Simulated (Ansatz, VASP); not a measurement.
**Two plane-wave programs on C**

POSCAR

```
C
1.0
    0.0000000000      1.7801018941      1.7801018941
    1.7801018941      0.0000000000      1.7801018941
    1.7801018941      1.7801018941      0.0000000000
C
2
Direct
    0.0000000000      0.0000000000      0.0000000000
    0.2500000000      0.2500000000      0.2500000000
```

Contents of INCAR.step1:

```
  PREC = Accurate
  ENCUT = 520
  ISMEAR = 0
  SIGMA = 0.05
  LREAL = F
  LASPH = T
  NELM = 60
  NBANDS = 11
  GGA = PE
  ALGO = Normal
  EDIFF = 1E-4
  LWAVE = T
  LCHARG = F
```

Contents of INCAR.step2:

```
  PREC = Accurate
  ENCUT = 520
  EDIFF = 1E-7
  ISMEAR = 0
  SIGMA = 0.05
  LREAL = F
  LASPH = T
  NELM = 60
  ALGO = Normal
  ISIF = 2
  LWAVE = F
  LCHARG = T
  METAGGA = R2SCAN
  LMIXTAU = T
  LELF = T
  LVHAR = T
  NBANDS = 11
  ISTART = 1
```

Contents of KPOINTS:

```
regular mesh
0
Gamma
  12 12 12
```

Input for Ansatz:

```yaml
crystal:
  lattice:
    - [0.0, 1.7801018941, 1.7801018941]
    - [1.7801018941, 0.0, 1.7801018941]
    - [1.7801018941, 1.7801018941, 0.0]
  atoms:
    - { symbol: C, position: [0.0, 0.0, 0.0] }
    - { symbol: C, position: [0.25, 0.25, 0.25] }
basis:
  ecutwfc: 500
  ecutrho_ratio: 4
kpoints:
  mp_grid: { grid: [12, 12, 12] }
hamiltonian:
  xc: r2scan
scf:
  occupations: { method: gaussian, width: 0.05 }
output:
  forces: true
  stress: true
  eigenvalues: true
```

Alike in both runs: task single point; functional r2SCAN; k mesh 12 × 12 × 12; occupations gaussian, width 0.05 eV; no spin polarisation.

|  | VASP | Ansatz |
| --- | --- | --- |
| version | VASP 6.6.1 | Ansatz 0.2.0 |
| potentials or method | VASP PAW PBE potentials, release 64 (C), cutoff 520 eV | scalar-relativistic, plane waves, PAW |
| valence electrons in the cell | 8 | 8 |

|  | VASP | Ansatz | Ansatz less VASP |
| --- | --- | --- | --- |
| gap on the k mesh at the Fermi level (eV) | 4.36 | 4.39 | +0.030 |
| least direct gap on the mesh (eV) | 5.85 | 5.90 | +0.045 |
| pressure (GPa) | 1.1 | 0.0 | -1.11 |

VASP's potentials were made for PBE, not for r2SCAN. With one functional, cell and mesh, what is left measures potentials, basis and numerics.
